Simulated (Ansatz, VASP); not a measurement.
Given: the input of a run of Ansatz 0.2.0 on Cd2S.

input.yaml

```yaml
crystal:
  lattice:
    - [3.962670049, 0.0, 0.0]
    - [-1.9813350245, 3.4317729293, 0.0]
    - [0.0, 0.0, 5.809192]
  atoms:
    - { symbol: Cd, position: [0.325998, 0.658813, 0.934101] }
    - { symbol: Cd, position: [0.684587, 0.350907, 0.572114] }
    - { symbol: S, position: [0.318896, 0.657027, 0.358672] }
kpoints:
  mp_grid: { grid: [8, 8, 5] }
scf:
  occupations: { method: fermi_dirac, width: 0.05 }
hamiltonian:
  xc: pbe
  pseudopotentials: { kind: all_electron, lapw: { basis_error: 0.001 } }
output:
  forces: true
  stress: true
  eigenvalues: true
  populations: true
```

Potentials or basis: all-electron LAPW, scalar-relativistic.

Run with:

```sh
$ ansatz run input.yaml --threads 2 --pin off --max-ram 6144MiB --backend cpu --events-out ev --progress --plain --runs-dir out
```

**Question.** Set up the same calculation for VASP 6.6.1. Potentials there: VASP PAW PBE potentials, release 64 (Cd, S).

**Answer.** As run (the cutoff follows the program's own potentials):

Contents of INCAR:

```
SYSTEM = Cd2S
ALGO = Normal
EDIFF = 1E-7
ENCUT = 520
GGA = PE
ISIF = 2
ISMEAR = -1
LASPH = .TRUE.
LCHARG = .FALSE.
LREAL = .FALSE.
LWAVE = .FALSE.
NBANDS = 22
NELM = 80
PREC = Accurate
SIGMA = 0.05
```

KPOINTS

```
k-points
0
G
  8 8 5
  0 0 0
```

POSCAR

```
Cd2S
1.0
    3.9626700490      0.0000000000      0.0000000000
   -1.9813350245      3.4317729293      0.0000000000
    0.0000000000      0.0000000000      5.8091920000
Cd S
2 1
Direct
    0.3259980000      0.6588130000      0.9341010000
    0.6845870000      0.3509070000      0.5721140000
    0.3188960000      0.6570270000      0.3586720000
```

Potentials or basis: VASP PAW PBE potentials, release 64 (Cd, S).

The run is started by

```console
$ cat potpaw_PBE.64/Cd/POTCAR potpaw_PBE.64/S/POTCAR > POTCAR
$ mpirun -np 1 vasp_std > vasp.out
```

Both were run:

|  | VASP | Ansatz | Ansatz less VASP |
| --- | --- | --- | --- |
| gap on the k mesh at the Fermi level (eV) | 0.14 | 0.14 | 0.000 |
| least direct gap on the mesh (eV) | 0.47 | 0.47 | 0.000 |
| pressure (GPa) | 0.6 | 0.3 | -0.25 |
| traceless stress, the component that is largest in VASP (GPa) | -1.20 | -1.12 | +0.075 |
| rms of the force components (eV/Å) | 0.259 | 0.249 | -0.0097 |

Atom by atom the forces differ by 0.013 eV/Å (rms over components). Ansatz ran all-electron here, and VASP with PAW potentials.
